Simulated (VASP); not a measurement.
InSb:

```
CELL_PARAMETERS angstrom
0.00000 3.24672 3.24672
3.24672 0.00000 3.24672
3.24672 3.24672 0.00000
ATOMIC_POSITIONS crystal
In 0.00000 0.00000 0.00000
Sb 0.25000 0.25000 0.25000
```

This cell differs from its parent crystal: strain -1.0%.

Base run:

```yaml
Program: VASP 6.6.1
Functional: PBE
Potentials_or_basis: VASP PAW PBE potentials, release 64 (In_d, Sb)
Cutoff: 520 eV
k_mesh: 6 × 6 × 6
Occupations: fermi-dirac, width 0.02 eV
Spin: no spin polarisation
```

Its results: band gap on the k mesh zero (filled and empty bands touch); pressure 2.8 GPa.

Q: The run is repeated on the same cell with these changes: functional from PBE to r2SCAN. What comes out?

A: Band gap on the k mesh 0.20 eV; pressure 1.3 GPa.

Caveats: spin-orbit coupling is left out, which moves the levels of the heavy elements; semilocal functionals underestimate gaps, so a narrow gap can read as zero (at least some runs); the PAW data sets were made with another functional, which shifts forces and pressure a little (at least some runs).

